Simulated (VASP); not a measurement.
# NaH (Cmmm) in VASP: further runs

The runs below take NaH through single point, with r2SCAN.

All numbers are computed with VASP 6.6.1; they aren't measurements. Logs are shortened: lines on timing, memory, paths and dates and some standing lists are left out, and cuts for length are marked.

## Step 1: The cell of the first run

It takes space group Cmmm (No. 65, orthorhombic). The conventional cell has a = 4.148 Å, b = 4.211 Å, c = 2.955 Å, α = 90.00°, β = 90.00°, γ = 90.00°. Na (site symmetry mmm) has 8 H at 2.55 to 2.57 Å and 6 Na at 2.96 Å within 3.4 Å. Within 3.4 Å of H (site symmetry mmm) lie 8 Na at 2.55 to 2.57 Å and 6 H at 2.96 Å.

## Step 2: Single point, r2SCAN (strain +0.0150 x Voigt [0, 0, 0, 1, 0, 0])

The input, POSCAR:

```
NaH
1.0
    2.9551240000      0.0000000000      0.0000000000
    0.0000000000      2.9551240000      0.0221634300
    0.0000000000      0.0221634300      2.9551240000
Na H
1 1
Direct
    0.0000000000      0.0000000000      0.0000000000
    0.5000000000      0.5000000000      0.5000000000
```

The input, INCAR.step1:

```
PREC = Accurate
ENCUT = 520
ISMEAR = 0
SIGMA = 0.05
LREAL = F
LASPH = T
NELM = 100
NBANDS = 11
GGA = PE
ALGO = Normal
EDIFF = 1E-4
LWAVE = T
LCHARG = F
```

The input, INCAR.step2:

```
PREC = Accurate
ENCUT = 520
EDIFF = 1E-6
ISMEAR = 0
SIGMA = 0.05
LREAL = F
LASPH = T
NELM = 100
ALGO = Normal
ISIF = 2
LWAVE = F
LCHARG = T
METAGGA = R2SCAN
LMIXTAU = T
LELF = T
LVHAR = T
NBANDS = 11
ISTART = 1
```

The input, KPOINTS:

```
regular mesh
0
Gamma
  10 10 10
```

Potentials or basis: VASP PAW PBE potentials, release 64 (Na_pv, H).

On the command line:

```sh
$ cat potpaw_PBE.64/Na_pv/POTCAR potpaw_PBE.64/H/POTCAR > POTCAR
$ cp INCAR.step1 INCAR
$ mpirun -np 1 vasp_std > vasp.out
$ cp INCAR.step2 INCAR
$ mpirun -np 1 vasp_std > vasp.out
```

OUTCAR:

```text
PREC = Accurate
   ENCUT = 520
   EDIFF = 1E-6
   ISMEAR = 0
   LREAL = F
   LASPH = T
   NELM = 100
   ISIF = 2
   METAGGA = R2SCAN
   ISTART = 1

 ion  position               nearest neighbor table
   1  0.000  0.000  0.000-
   2  0.500  0.500  0.500-

  LATTYP: Found a base centered orthorhombic cell.
 ALAT       =     4.1478326160
 B/A-ratio  =     1.0151133501
 C/A-ratio  =     0.7124501574

  Lattice vectors:

 A1 = (   0.0000000000,  -0.0221634300,  -2.9551240000)
 A2 = (   0.0000000000,   2.9551240000,   0.0221634300)
 A3 = (   2.9551240000,   0.0000000000,   0.0000000000)

Analysis of symmetry for initial positions (statically):
=====================================================================
 Subroutine PRICEL returns:
 Original cell was already a primitive cell.

 Routine SETGRP: Setting up the symmetry group for a
 base centered orthorhombic supercell.

 Subroutine GETGRP returns: Found  8 space group operations
 (whereof  8 operations were pure point group operations)
 out of a pool of  8 trial point group operations.

The static configuration has the point symmetry D_2h.

Analysis of symmetry for dynamics (positions and initial velocities):
=====================================================================
 Subroutine PRICEL returns:
 Original cell was already a primitive cell.

 Routine SETGRP: Setting up the symmetry group for a
 base centered orthorhombic supercell.

 Subroutine GETGRP returns: Found  8 space group operations
 (whereof  8 operations were pure point group operations)
 out of a pool of  8 trial point group operations.

The dynamic configuration has the point symmetry D_2h.

 Subroutine INISYM returns: Found  8 space group operations
 (whereof  8 operations are pure point group operations),
 and found     1 'primitive' translations

----------------------------------------------------------------------------------------

                                     Primitive cell

  volume of cell :      25.8049

  direct lattice vectors                    reciprocal lattice vectors
     2.955124000  0.000000000  0.000000000     0.338395275  0.000000000  0.000000000
     0.000000000  2.955124000  0.022163430     0.000000000  0.338414311 -0.002538107
     0.000000000  0.022163430  2.955124000     0.000000000 -0.002538107  0.338414311

  length of vectors
     2.955124000  2.955207112  2.955207112     0.338395275  0.338423829  0.338423829

  position of ions in fractional coordinates (direct lattice)
     0.000000000  0.000000000  0.000000000
     0.500000000  0.500000000  0.500000000

  ion indices of the primitive-cell ions
   primitive index   ion index
                 1           1
                 2           2

----------------------------------------------------------------------------------------

 KPOINTS: regular mesh

Automatic generation of k-mesh.
 Grid dimensions read from file:
 generate k-points for:   10   10   10

 Generating k-lattice:

  Cartesian coordinates                     Fractional coordinates (reciprocal lattice)
     0.033839528  0.000000000  0.000000000     0.100000000  0.000000000  0.000000000
     0.000000000  0.033841431 -0.000253811     0.000000000  0.100000000  0.000000000
     0.000000000 -0.000253811  0.033841431     0.000000000  0.000000000  0.100000000

  Length of vectors
     0.033839528  0.033842383  0.033842383

  Shift w.r.t. Gamma in fractional coordinates (k-lattice)
     0.000000000  0.000000000  0.000000000

 Subroutine IBZKPT returns following result:
 ===========================================

 Found    186 irreducible k-points:

 Following reciprocal coordinates:
            Coordinates               Weight
  0.000000  0.000000  0.000000      1.000000
  0.100000  0.000000  0.000000      2.000000
  0.200000  0.000000  0.000000      2.000000
  0.300000  0.000000  0.000000      2.000000
  0.400000  0.000000  0.000000      2.000000
  0.500000  0.000000  0.000000      1.000000
[... 16 lines left out ...]
  0.400000  0.300000 -0.000000      8.000000
  0.500000  0.300000 -0.000000      4.000000
 [... further k-points ...]
   k-points           NKPTS =    186   k-points in BZ     NKDIM =    186   number of bands    NBANDS=     11
   number of dos      NEDOS =    301   number of ions     NIONS =      2
   total plane-waves  NPLWV =  13824
   dimension x,y,z NGX =    24 NGY =   24 NGZ =   24
   dimension x,y,z NGXF=    48 NGYF=   48 NGZF=   48
   ions per type =               1   1
   NGX,Y,Z   is equivalent  to a cutoff of  13.50, 13.50, 13.50 a.u.
   NGXF,Y,Z  is equivalent  to a cutoff of  27.00, 27.00, 27.00 a.u.
 SYSTEM =  unknown system
   PREC   = accura    normal or accurate (medium, high low for compatibility)
   ISTART =      1    job   : 0-new  1-cont  2-samecut
   ICHARG =      0    charge: 1-file 2-atom 10-const
   ISPIN  =      1    spin polarized calculation?
   LNONCOLLINEAR =      F non collinear calculations
   LSORBIT =      F    spin-orbit coupling
   LASPH  =      T    aspherical Exc in radial PAW
   ENCUT  =  520.0 eV  38.22 Ry    6.18 a.u.   5.49  5.49  5.49*2*pi/ulx,y,z
   NELM   =    100;   NELMIN=  2; NELMDL=  0     # of ELM steps
   EDIFF  = 0.1E-05   stopping-criterion for ELM
   LREAL  =      F    real-space projection
   EDIFFG = 0.1E-04   stopping-criterion for IOM
   NSW    =      0    number of steps for IOM
   IBRION =     -1    ionic relax: 0-MD 1-quasi-New 2-CG
   NFREE  =      0    steps in history (QN), initial steepest desc. (CG)
   ISIF   =      2    stress and relaxation
   ISYM   =      2    0-nonsym 1-usesym 2-fastsym
   POTIM  = 0.5000    time-step for ionic-motion
   TEBEG  =    0.0;   TEEND  =   0.0 temperature during run
   PSTRESS=    0.0 pullay stress
   NELECT =       8.0000    total number of electrons
   NUPDOWN=      -1.0000    fix difference up-down
   EMIN   =  10.00;   EMAX   =-10.00  energy-range for DOS
   EFERMI =   0.00;   METHOD = LEGACY
   ISMEAR =     0;   SIGMA  =   0.05  broadening in eV -4-tet -1-fermi 0-gaus
   EFERMI_NEDOS =   21; number of points for ismear=-14 and -15
   IALGO  =     38    algorithm
   IMIX   =      4    mixing-type and parameters
     AMIX     =   0.40;   BMIX     =  1.00
     AMIX_MAG =   1.60;   BMIX_MAG =  1.00
  volume/ion in A,a.u.               =      12.90        87.07
  Fermi-wavevector in a.u.,A,eV,Ry     =   1.107994  2.093804 16.703190  1.227650
  Thomas-Fermi vector in A             =   2.244515
   LORBIT       =      0    0 simple, 1 ext, 2 COOP (PROOUT), +10 PAW based schemes
   METAGGA = R2SCAN    functional components
   LHFCALC =     F    Hartree Fock is set to
   AEXX    =    0.0000 exact exchange contribution
   IVDW    =     0    specifies the selected vdW correction
   LEPSILON=     F    determine dielectric tensor
   LRPA    =     F    only Hartree local field effects (RPA)
 non-spin polarized calculation
 Gauss-broadening in eV      SIGMA  =   0.05
  energy-cutoff  :      520.00
  volume of cell :       25.80
 maximum number of plane-waves:       731
 NGX is ok and might be reduce to    24
   NGX = 11   NGY = 11   NGZ = 11

 number of electron       8.0000007 magnetization

 Free energy of the ion-electron system (eV)
  ---------------------------------------------------
  ext. energy  EPLUGINS =         0.00000000
  ---------------------------------------------------
  free energy    TOTEN  =        -7.29215079 eV

  energy without entropy =       -7.29215079  energy(sigma->0) =       -7.29215079

 E-fermi :   1.2999     XC(G=0):  -8.5619

 val. band max:        1.0565319920   @ k =   0.5000   0.5000   0.5000
 cond. band min:       2.6625757106   @ k =   0.5000   0.0000   0.0000
 fundamental gap:      1.6060437185
 Fermi energy:         1.2999039183

 k-point     1 :       0.0000    0.0000    0.0000
  band No.  band energies     occupation
      1     -24.4230      2.00000
      2     -24.4214      2.00000
      3     -24.4199      2.00000
      4      -4.9005      2.00000
      5      10.7430      0.00000
      6      12.6450      0.00000
      7      12.6473      0.00000
      8      14.3444      0.00000
      9      14.3446      0.00000
     10      14.3503      0.00000
     11      27.5457      0.00000

 k-point     2 :       0.1000    0.0000    0.0000
  band No.  band energies     occupation
      1     -24.4375      2.00000
      2     -24.4216      2.00000
      3     -24.4185      2.00000
      4      -4.7424      2.00000
      5       9.6440      0.00000
      6      11.7946      0.00000
      7      12.8156      0.00000
      8      14.4555      0.00000
      9      14.4655      0.00000
     10      16.6786      0.00000
     11      26.2228      0.00000

 k-point     3 :       0.2000    0.0000    0.0000
  band No.  band energies     occupation
      1     -24.4794      2.00000
      2     -24.4179      2.00000
      3     -24.4148      2.00000
      4      -4.2846      2.00000
      5       7.2633      0.00000
      6      11.9634      0.00000
      7      13.3156      0.00000
      8      14.7791      0.00000
      9      14.8021      0.00000
     10      20.0020      0.00000
     11      24.1029      0.00000

 k-point     4 :       0.3000    0.0000    0.0000
  band No.  band energies     occupation
      1     -24.5307      2.00000
      2     -24.4134      2.00000
      3     -24.4102      2.00000
      4      -3.5878      2.00000
      5       5.0521      0.00000
      6      12.4069      0.00000
      7      14.1261      0.00000
      8      15.2756      0.00000
      9      15.3216      0.00000
     10      21.7360      0.00000
     11      22.2295      0.00000
[... 239 lines left out ...]
 k-point    22 :       0.3000    0.3000   -0.0000
  band No.  band energies     occupation
      1     -24.5187      2.00000
      2     -24.5112      2.00000
      3     -24.4027      2.00000
      4      -2.4382      2.00000
      5       5.9154      0.00000
      6       7.0498      0.00000
      7      13.1483      0.00000
      8      16.0621      0.00000
      9      16.5161      0.00000
     10      21.7657      0.00000
     11      21.9640      0.00000

 k-point    23 :       0.4000    0.3000   -0.0000
  band No.  band energies     occupation
      1     -24.5540      2.00000
      2     -24.5088      2.00000
      3     -24.3992      2.00000
      4      -1.7985      2.00000
      5       4.7994      0.00000
      6       7.4282      0.00000
      7      12.0912      0.00000
      8      15.9999      0.00000
      9      17.2976      0.00000
     10      20.9597      0.00000
     11      21.6343      0.00000

 k-point    24 :       0.5000    0.3000   -0.0000
  band No.  band energies     occupation
      1     -24.5686      2.00000
      2     -24.5066      2.00000
      3     -24.3978      2.00000
      4      -1.4895      2.00000
      5       4.2132      0.00000
      6       7.8528      0.00000
      7      11.4677      0.00000
      8      16.1352      0.00000
      9      17.7619      0.00000
     10      20.3894      0.00000
     11      21.3119      0.00000

 [... further k-points ...]
[... 5 lines left out ...]
  --------------------------------------------------------------------------------------
  -------------------------------------------------------------------------------------
  Total       -0.1452432     -0.1414762     -0.1414762      0.0000000      0.0134275      0.0000000
  in kB       -9.0178649     -8.7839811     -8.7839811      0.0000000      0.8336888      0.0000000
  external PRESSURE =      -8.8619423 kB  Pullay stress =       0.0000000 kB

 VOLUME and BASIS-vectors are now :
 -----------------------------------------------------------------------------
  energy-cutoff  :      520.00
  volume of cell :       25.80
      direct lattice vectors                 reciprocal lattice vectors
     2.955124000  0.000000000  0.000000000     0.338395275  0.000000000  0.000000000
     0.000000000  2.955124000  0.022163430     0.000000000  0.338414311 -0.002538107
     0.000000000  0.022163430  2.955124000     0.000000000 -0.002538107  0.338414311

 POSITION                                       TOTAL-FORCE (eV/Angst)
 -----------------------------------------------------------------------------------
      0.00000      0.00000      0.00000         0.000000     -0.000000      0.000000
      1.47756      1.48864      1.48864         0.000000      0.000000      0.000000
 -----------------------------------------------------------------------------------
    total drift:                                0.000000      0.000000      0.000000

  FREE ENERGIE OF THE ION-ELECTRON SYSTEM (eV)
  ---------------------------------------------------
  free  energy   TOTEN  =        -7.2921507863 eV

  energy  without entropy=       -7.2921507863  energy(sigma->0) =       -7.29215079
```

It took 2.1 min on 1 thread of Intel Xeon Platinum 8375C at 2.90GHz (Ice Lake), shared host; peak memory 0.17 GiB.

What came out:

| Property | Result |
| --- | --- |
| Free energy | -7.2922 eV |
| Pressure | -0.9 GPa |
| Band gap on the k mesh | 1.61 eV, indirect (least direct gap 5.10 eV) |

Stress tensor (GPa, compression positive):
```
-0.90  0.00  0.00
 0.00 -0.88  0.08
 0.00  0.08 -0.88
```

Caveat: the cell differs from its parent crystal (strain +0.0150 x Voigt [0, 0, 0, 1, 0, 0]); the PAW data sets were made with another functional, which shifts forces and pressure a little.

## Step 3: Single point, r2SCAN (strain +0.0375 x Voigt [0, 0, 0, 1, 0, 0])

The input, POSCAR:

```
NaH
1.0
    2.9551240000      0.0000000000      0.0000000000
    0.0000000000      2.9551240000      0.0554085750
    0.0000000000      0.0554085750      2.9551240000
Na H
1 1
Direct
    0.0000000000      0.0000000000      0.0000000000
    0.5000000000      0.5000000000      0.5000000000
```

The input, INCAR.step1:

```
  PREC = Accurate
  ENCUT = 520
  ISMEAR = 0
  SIGMA = 0.05
  LREAL = False
  LASPH = True
  NELM = 100
  NBANDS = 11
  GGA = PE
  ALGO = Normal
  EDIFF = 1E-4
  LWAVE = True
  LCHARG = False
```

The input, INCAR.step2:

```
  PREC = Accurate
  ENCUT = 520
  EDIFF = 1E-6
  ISMEAR = 0
  SIGMA = 0.05
  LREAL = False
  LASPH = True
  NELM = 100
  ALGO = Normal
  ISIF = 2
  LWAVE = False
  LCHARG = False
  METAGGA = R2SCAN
  LMIXTAU = True
  NBANDS = 11
  ISTART = 1
```

KPOINTS is that of step 2.

Potentials or basis: VASP PAW PBE potentials, release 64 (Na_pv, H).

On the command line:

```sh
$ cat potpaw_PBE.64/Na_pv/POTCAR potpaw_PBE.64/H/POTCAR > POTCAR
$ cp INCAR.step1 INCAR
$ mpirun -np 1 vasp_std > vasp.out
$ cp INCAR.step2 INCAR
$ mpirun -np 1 vasp_std > vasp.out
```

It took 2.2 min on 1 thread of Intel Xeon Platinum 8375C at 2.90GHz (Ice Lake), shared host; peak memory 0.17 GiB.

It converged, with:

| Quantity | Value |
| --- | --- |
| Free energy | -7.2927 eV |
| Pressure | -0.8 GPa |
| Band gap on the k mesh | 1.61 eV, indirect (least direct gap 5.10 eV) |

Stress tensor (GPa, compression positive):
```
-0.90  0.00  0.00
 0.00 -0.76  0.17
 0.00  0.17 -0.76
```

Levels at points of the mesh, in eV from the valence-band top:
| k point | band 1 | band 2 | band 3 | band 4 | band 5 | band 6 | band 7 | band 8 |
| --- | --- | --- | --- | --- | --- | --- | --- | --- |
| (0.00, 0.00, 0.00) | -25.47 | -25.47 | -25.46 | -5.95 | 9.69 | 11.60 | 11.61 | 13.29 |
| (0.50, 0.00, 0.00) | -25.63 | -25.46 | -25.45 | -3.49 | 1.61 | 11.96 | 14.81 | 14.99 |
| (0.00, 0.50, 0.00) | -25.63 | -25.45 | -25.45 | -3.48 | 1.62 | 11.93 | 14.49 | 15.10 |
| (0.50, 0.50, 0.00) | -25.61 | -25.61 | -25.44 | -1.81 | 4.82 | 4.83 | 7.76 | 15.61 |
| (0.00, 0.50, 0.50) | -25.62 | -25.59 | -25.44 | -1.82 | 4.52 | 5.15 | 7.78 | 15.67 |
| (0.50, 0.50, 0.50) | -25.59 | -25.58 | -25.57 | 0.00 | 7.03 | 7.29 | 7.56 | 9.76 |

Caveat: the cell differs from its parent crystal (strain +0.0375 x Voigt [0, 0, 0, 1, 0, 0]); the PAW data sets were made with another functional, which shifts forces and pressure a little. A k mesh can miss the band edges.

[end of part 1 of 2]
